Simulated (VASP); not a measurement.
# Al7Co8 (P1) in VASP: relaxation of cell and atoms with PBE

Aim: the relaxation of cell and atoms of Al7Co8 with PBE.

All numbers are computed with VASP 6.6.1; they aren't measurements. Logs are shortened: lines on timing, memory, paths and dates and some standing lists are left out, and cuts for length are marked.

### Step 1. The cell of the first run

The typed cell holds 15 atoms: a = 5.704 Å, b = 6.377 Å, c = 6.377 Å, α = 78.46°, β = 63.43°, γ = 63.43°.

### Step 2. Relaxation of cell and atoms, PBE, collinear spin, ferromagnetic start

The input, INCAR:

```
PREC     = Accurate       # precision mode
ENCUT    = 600            # plane-wave cutoff, eV
EDIFF    = 1E-7           # SCF threshold, eV
ISMEAR   = 0              # smearing method
SIGMA    = 0.1            # smearing width, eV
LREAL    = False          # projectors in reciprocal space
LASPH    = True           # aspherical terms in the spheres
NELM     = 200            # most SCF steps
ALGO     = Normal         # electronic algorithm
ISIF     = 3              # what is computed and relaxed
LWAVE    = False          # write WAVECAR
LCHARG   = False          # write CHGCAR
ISPIN    = 2              # spin polarisation
MAGMOM   = 0 0 0 0 0 0 0 3 3 3 3 3 3 3 3 # initial moments
LORBIT   = 11             # projections on sites
LMAXMIX  = 4              # l up to which the mixer works
GGA      = PE             # functional
IBRION   = 2              # ionic algorithm
NSW      = 70             # ionic steps
EDIFFG   = -0.04          # ionic threshold
ISYM     = 0            
GGA_COMPAT= False        
NELMIN   = 4
```

The input, KPOINTS:

```
Automatic mesh
0
Gamma
  3 2 2
  0 0.5 0.5
```

The input, POSCAR:

```
Al7Co8
1.0
    0.0000000000      0.0000000000     -5.7038048229
    5.7038048229      0.0000000000     -2.8519024114
    0.0000000000     -5.7038048229     -2.8519024114
Al Co
7 8
Direct
    0.4968103523      0.5019903988      0.5033899092
    0.9962581598      0.5013440726      0.5003624794
    0.2489912244      0.4978206321      0.9975993592
    0.7498480040      0.5026556986      0.9924263090
    0.7496111371      0.0027629902      0.4968821323
    0.4982693311      0.0011511112      0.9982232501
    0.9977913963      0.9997027197      0.0007881459
    0.4972459691      0.2501870452      0.2510928888
    0.0004948534      0.2467226970      0.2535237844
    0.2528312613      0.2489200681      0.7525338633
    0.7480371435      0.2508689427      0.7512120663
    0.2468594875      0.7507562498      0.2520668118
    0.7498736037      0.7490382601      0.2461145138
    0.5021957309      0.7527529387      0.7479570415
    0.0039808161      0.7508982382      0.7482120796
```

Potentials or basis: VASP PAW PBE potentials, release 64 (Al, Co).

Run with:

```console
cat potpaw_PBE.64/Al/POTCAR potpaw_PBE.64/Co/POTCAR > POTCAR
mpirun -np 1 vasp_std > vasp.out
```

OUTCAR:

```text
PREC = Accurate
   ENCUT = 600
   EDIFF = 1E-7
   ISMEAR = 0
   LREAL = False
   LASPH = True
   NELM = 200
   ISIF = 3
   ISPIN = 2
   LORBIT = 11
   GGA = PE
   IBRION = 2
   NSW = 70
   EDIFFG = -0.04
   ISYM = 0
   NELMIN = 4

 ion  position               nearest neighbor table
   1  0.497  0.502  0.503-  15 2.44  10 2.46  14 2.46  11 2.46  12 2.47  13 2.48   8 2.49   9 2.49
                             3 2.82   2 2.84   5 2.85   2 2.87   4 2.91
   2  0.996  0.501  0.500-  14 2.45   9 2.46  12 2.47  11 2.47   8 2.47  13 2.48  15 2.48  10 2.51
                             4 2.81   1 2.84   5 2.86   1 2.87   3 2.87
   3  0.249  0.498  0.998-  10 2.43  15 2.46  11 2.46  13 2.47   8 2.48   9 2.48  12 2.50  14 2.50
                             1 2.82   6 2.83   4 2.85   4 2.86   7 2.86   2 2.87
   4  0.750  0.503  0.992-  14 2.44  11 2.44  15 2.47  10 2.47  13 2.47  12 2.49   8 2.51   9 2.54
                             2 2.81   6 2.84   3 2.85   3 2.86   7 2.87   1 2.91
   5  0.750  0.003  0.497-   9 2.43   8 2.45  12 2.46  10 2.46  14 2.46  11 2.48  13 2.49  15 2.49
                             7 2.83   1 2.85   6 2.86   2 2.86
   6  0.498  0.001  0.998-  10 2.43  14 2.45  11 2.46   9 2.46  13 2.47   8 2.48  12 2.48  15 2.49
                             3 2.83   4 2.84   7 2.85   7 2.85   5 2.86
   7  0.998  1.000  0.001-  15 2.46  13 2.46  11 2.47  12 2.47   8 2.47   9 2.48  10 2.48  14 2.48
                             5 2.83   6 2.85   6 2.85   3 2.86   4 2.87
   8  0.497  0.250  0.251-   5 2.45   7 2.47   2 2.47   6 2.48   3 2.48   1 2.49   4 2.51   9 2.84
                            11 2.85  12 2.86  13 2.86  10 2.86   9 2.87
   9  0.000  0.247  0.254-   5 2.43   2 2.46   6 2.46   7 2.48   3 2.48   1 2.49   4 2.54  12 2.83
                             8 2.84  11 2.84  10 2.86  13 2.87   8 2.87
  10  0.253  0.249  0.753-   3 2.43   6 2.43   5 2.46   1 2.46   4 2.47   7 2.48   2 2.51  11 2.83
                            14 2.83   9 2.86   8 2.86  15 2.86  11 2.88
  11  0.748  0.251  0.751-   4 2.44   3 2.46   6 2.46   1 2.46   2 2.47   7 2.47   5 2.48  10 2.83
                             9 2.84   8 2.85  15 2.85  14 2.86  10 2.88
  12  0.247  0.751  0.252-   5 2.46   2 2.47   7 2.47   1 2.47   6 2.48   4 2.49   3 2.50   9 2.83
                            15 2.83  13 2.85   8 2.86  13 2.86  14 2.88
  13  0.750  0.749  0.246-   7 2.46   3 2.47   6 2.47   4 2.47   2 2.48   1 2.48   5 2.49  15 2.84
                            12 2.85  12 2.86   8 2.86  14 2.86   9 2.87
  14  0.502  0.753  0.748-   4 2.44   2 2.45   6 2.45   5 2.46   1 2.46   7 2.48   3 2.50  10 2.83
                            15 2.85  15 2.86  13 2.86  11 2.86  12 2.88
  15  0.004  0.751  0.748-   1 2.44   3 2.46   7 2.46   4 2.47   2 2.48   6 2.49   5 2.49  12 2.83
                            13 2.84  14 2.85  11 2.85  14 2.86  10 2.86

IMPORTANT INFORMATION: All symmetrisations will be switched off!
NOSYMM: (Re-)initialisation of all symmetry stuff for point group C_1.

----------------------------------------------------------------------------------------

                                     Primitive cell

  volume of cell :     185.5641

  direct lattice vectors                    reciprocal lattice vectors
     0.000000000  0.000000000 -5.703804823    -0.087660784  0.087660784 -0.175321567
     5.703804823  0.000000000 -2.851902411     0.175321567  0.000000000  0.000000000
     0.000000000 -5.703804823 -2.851902411     0.000000000 -0.175321567  0.000000000

  length of vectors
     5.703804823  6.377047657  6.377047657     0.214724190  0.175321567  0.175321567

  position of ions in fractional coordinates (direct lattice)
[... 421 lines left out ...]
  ext. energy  EPLUGINS =         0.00000000
  ---------------------------------------------------
  free energy    TOTEN  =       -88.77536700 eV

  energy without entropy =      -88.73915535  energy(sigma->0) =      -88.75726118

 E-fermi :   9.4675     XC(G=0): -12.0821

 val. band max:        9.4164413201   @ k =   0.3333   0.2500   0.2500
 cond. band min:       9.5221190337   @ k =   0.3333  -0.2500   0.2500
 fundamental gap:      0.1056777137
 Fermi energy:         9.4675214902

 spin component 1

 k-point     1 :       0.0000    0.2500    0.2500
  band No.  band energies     occupation
      1      -0.3274      1.00000
      2       1.7909      1.00000
      3       2.1051      1.00000
      4       3.5403      1.00000
      5       4.0725      1.00000
      6       4.0892      1.00000
[... 355 lines left out ...]
     57      13.6484      0.00000
     58      14.2428      0.00000
 Fermi energy:         9.4675214902

 spin component 2

 k-point     1 :       0.0000    0.2500    0.2500
  band No.  band energies     occupation
      1      -0.3274      1.00000
      2       1.7909      1.00000
      3       2.1051      1.00000
      4       3.5403      1.00000
      5       4.0725      1.00000
      6       4.0892      1.00000
[... 355 lines left out ...]
     57      13.6484      0.00000
     58      14.2428      0.00000
 [bands above 58 left out]

------------------------ aborting loop because EDIFF is reached ----------------------------------------

  FORCE on cell =-STRESS in cart. coord.  units (eV):
  Direction    XX          YY          ZZ          XY          YZ          ZX
  --------------------------------------------------------------------------------------
  -------------------------------------------------------------------------------------
  Total        0.1244656      0.1461443      0.0822959      0.0076832     -0.0017472     -0.0009621
  in kB        1.1078805      1.3008444      0.7325238      0.0683885     -0.0155522     -0.0085635
  external PRESSURE =       1.0470829 kB  Pullay stress =       0.0000000 kB
[... 30 lines left out ...]
  FREE ENERGIE OF THE ION-ELECTRON SYSTEM (eV)
  ---------------------------------------------------
  free  energy   TOTEN  =       -88.7753670018 eV

  energy  without entropy=      -88.7391553488  energy(sigma->0) =      -88.75726118

 reached required accuracy - stopping structural energy minimisation

 total charge

# of ion       s       p       d       tot
------------------------------------------
    1        0.409   0.436   0.000   0.846
    2        0.409   0.436   0.000   0.846
    3        0.396   0.430   0.000   0.826
    4        0.396   0.430   0.000   0.826
    5        0.415   0.439   0.000   0.854
    6        0.409   0.436   0.000   0.846
    7        0.409   0.436   0.000   0.846
    8        0.434   0.474   7.486   8.393
    9        0.434   0.474   7.486   8.393
   10        0.433   0.473   7.481   8.388
   11        0.434   0.473   7.485   8.392
   12        0.433   0.473   7.481   8.387
   13        0.434   0.473   7.485   8.392
   14        0.434   0.474   7.486   8.393
   15        0.434   0.474   7.486   8.394
--------------------------------------------------
tot          6.312   6.833  59.876  73.021

 magnetization (x)

# of ion       s       p       d       tot
------------------------------------------
    1       -0.000   0.000   0.000   0.000
    2       -0.000   0.000   0.000  -0.000
    3       -0.000  -0.000   0.000  -0.000
    4       -0.000  -0.000   0.000  -0.000
    5        0.000   0.000   0.000   0.000
    6        0.000   0.000   0.000   0.000
    7       -0.000   0.000   0.000   0.000
    8        0.000   0.000   0.000   0.000
    9        0.000   0.000   0.000   0.000
   10       -0.000   0.000   0.000   0.000
   11       -0.000   0.000   0.000   0.000
   12       -0.000   0.000   0.000   0.000
   13       -0.000   0.000   0.000   0.000
   14        0.000   0.000   0.000   0.000
   15        0.000   0.000   0.000   0.000
--------------------------------------------------
tot         -0.000   0.000   0.000   0.000
```

OSZICAR:

```text
N       E                     dE             d eps       ncg     rms          rms(c)
DAV:   1     0.709132630440E+03    0.70913E+03   -0.41256E+04  1608   0.172E+03
DAV:   2    -0.283992931832E+02   -0.73753E+03   -0.69983E+03  1608   0.373E+02
[... 149 lines left out ...]
DAV:   5    -0.887754690971E+02   -0.20267E-04   -0.44397E-04  2346   0.292E-01    0.117E-01
DAV:   6    -0.887753797261E+02    0.89371E-04   -0.28794E-04  1892   0.307E-01    0.432E-02
DAV:   7    -0.887753808854E+02   -0.11593E-05   -0.84192E-05  2448   0.124E-01    0.445E-02
DAV:   8    -0.887753677378E+02    0.13148E-04   -0.31736E-05  1930   0.107E-01    0.125E-02
DAV:   9    -0.887753672684E+02    0.46942E-06   -0.12292E-05  2304   0.365E-02    0.946E-03
DAV:  10    -0.887753670973E+02    0.17107E-06   -0.25898E-06  1968   0.267E-02    0.636E-03
DAV:  11    -0.887753670018E+02    0.95525E-07   -0.69714E-07  1712   0.125E-02
  10 F= -.88775367E+02 E0= -.88757261E+02  d E =-.160018E-02  mag=     0.0000
```

CONTCAR:

```text
Al7Co8
   1.00000000000000
    -0.0007092966919747    0.0007015420116203   -5.6671047411812365
     5.6357639528159957    0.0071121983912072   -2.8328403991882261
    -0.0071197683822410   -5.6350696651956591   -2.8328559309004229
  Al              Co
     7     8
Direct
     0.4997770651764464    0.5000710600196961    0.4995691862439072
[... 19 lines left out ...]
  0.00000000E+00  0.00000000E+00  0.00000000E+00
  0.00000000E+00  0.00000000E+00  0.00000000E+00
  0.00000000E+00  0.00000000E+00  0.00000000E+00
  0.00000000E+00  0.00000000E+00  0.00000000E+00
  0.00000000E+00  0.00000000E+00  0.00000000E+00
  0.00000000E+00  0.00000000E+00  0.00000000E+00
  0.00000000E+00  0.00000000E+00  0.00000000E+00
  0.00000000E+00  0.00000000E+00  0.00000000E+00
  0.00000000E+00  0.00000000E+00  0.00000000E+00
  0.00000000E+00  0.00000000E+00  0.00000000E+00
  0.00000000E+00  0.00000000E+00  0.00000000E+00
```

It took 1.6 h on 1 thread of Intel Xeon 8259CL, shared host; peak memory 0.52 GiB.

Results:

```yaml
Free_energy: -88.7754 eV
Relaxed_volume: 12.00 Å³/atom
Relaxed_cell: a = 5.667 Å, b = 6.308 Å, c = 6.307 Å, α = 78.48°, β = 63.32°, γ = 63.32°
Space_group_after_relaxing_to_0.1_Å: I4/mmm (No. 139)
Energy_gained_by_relaxing: 11.6 meV/atom
Ionic_steps: 10
Pressure_after_relaxing: 0.1 GPa
Largest_force_after_relaxing: 0.036 eV/Å
Net_moment: 0.00 μB per cell
Valence_electrons_inside_the_program's_atomic_spheres: Al 0.85, 0.83 (each value once); Co 8.39
```

Forces on the atoms (eV/Å):
```
Al  -0.010 -0.010 -0.006
Al   0.016  0.004 -0.002
Al   0.002 -0.010 -0.002
Al  -0.010  0.002  0.005
Al   0.002  0.010  0.001
Al   0.000  0.011 -0.001
Al  -0.009 -0.023 -0.004
Co   0.005  0.009  0.014
Co  -0.003  0.005 -0.006
Co   0.015 -0.010  0.022
Co   0.018 -0.011 -0.029
Co  -0.003  0.009 -0.012
Co   0.001  0.015  0.028
Co  -0.010  0.000  0.012
Co  -0.015 -0.002 -0.021
```

The path:
| step | energy change (eV) | largest force (eV/Å) | pressure (GPa) | volume (Å³) |
| --- | --- | --- | --- | --- |
| 1 | 0.0000 | 0.6566 | -3.95 | 185.56 |
| 2 | -0.1123 | 0.4098 | 3.01 | 177.50 |
| 3 | -0.1221 | 0.4679 | 1.33 | 179.23 |
| 4 | -0.1630 | 0.1800 | 0.32 | 179.98 |
| 5 | -0.1653 | 0.1442 | 0.07 | 180.21 |
| 6 | -0.1702 | 0.0953 | -0.18 | 180.41 |
| 7 | -0.1712 | 0.0673 | -0.39 | 180.58 |
| 8 | -0.1730 | 0.0839 | 0.27 | 179.81 |
| 9 | -0.1730 | 0.0825 | 0.22 | 179.86 |
| 10 | -0.1746 | 0.0356 | 0.10 | 180.00 |

Final structure:
```cif
data_structure
_symmetry_space_group_name_H-M 'P 1'
_symmetry_Int_Tables_number 1
_cell_length_a 5.6671
_cell_length_b 6.3077
_cell_length_c 6.3071
_cell_angle_alpha 78.480
_cell_angle_beta 63.318
_cell_angle_gamma 63.321
_cell_volume 180.00
loop_
_atom_site_label
_atom_site_type_symbol
_atom_site_fract_x
_atom_site_fract_y
_atom_site_fract_z
_atom_site_occupancy
Al1 Al 0.49978 0.50007 0.49957 1
Al2 Al 0.99867 0.50085 0.49943 1
Al3 Al 0.24942 0.50046 0.99925 1
Al4 Al 0.74929 0.50066 0.99947 1
Al5 Al 0.74932 0.00044 0.49954 1
Al6 Al 0.49974 0.00069 0.99921 1
Al7 Al 0.99860 0.00049 0.99985 1
Co1 Co 0.49320 0.24712 0.25379 1
Co2 Co 0.00538 0.24641 0.25288 1
Co3 Co 0.24780 0.24569 0.74476 1
Co4 Co 0.75942 0.24595 0.74503 1
Co5 Co 0.25097 0.75508 0.25415 1
Co6 Co 0.73936 0.75473 0.25398 1
Co7 Co 0.49306 0.75484 0.74617 1
Co8 Co 0.00509 0.75407 0.74531 1
```

Caveat: the k points lie up to 0.56 Å⁻¹ apart in the final cell; the moments typed at the start vanished in this run.
